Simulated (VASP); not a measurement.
BP (rocksalt type): density of states with LDA

Crystal: BP (rocksalt type).

```
B P
1.0
     0.00000    1.97989    1.97989
     1.97989    0.00000    1.97989
     1.97989    1.97989    0.00000
B P
1 1
Direct
  0.00000 0.00000 0.00000
  0.50000 0.50000 0.50000
```

This cell differs from its parent crystal: volume scaled by 0.8.

```json
{"Program": "VASP 6.6.1", "Task": "density of states", "Functional": "LDA", "Potentials or basis": "VASP PAW LDA potentials, release 64 (B, P)", "Cutoff": "420 eV", "k mesh": "15 × 15 × 15", "Occupations": "fermi-dirac, width 0.1 eV", "Spin": "no spin polarisation", "Dipole correction": "no", "k mesh for the DOS": "23 × 23 × 23", "Occupations for the DOS": "tetrahedron", "Further INCAR settings": "ALGO = Normal; EDIFF = 1e-06"}
```

The valence electrons inside the program's atomic spheres are B 2.16; P 2.54.

Levels at points of the mesh, in eV from the Fermi level:
```csv
k point,band 1,band 2,band 3,band 4,band 5,band 6,band 7,band 8
"(0.00, 0.00, 0.00)",-20.03,0.00,0.00,0.00,7.58,7.58,7.58,10.60
```

Wall time 15 s on 1 thread of Intel(R) Xeon(R) Platinum 8481C CPU @ 2.70GHz (Sapphire Rapids) (shared host), peak memory 0.14 GiB.
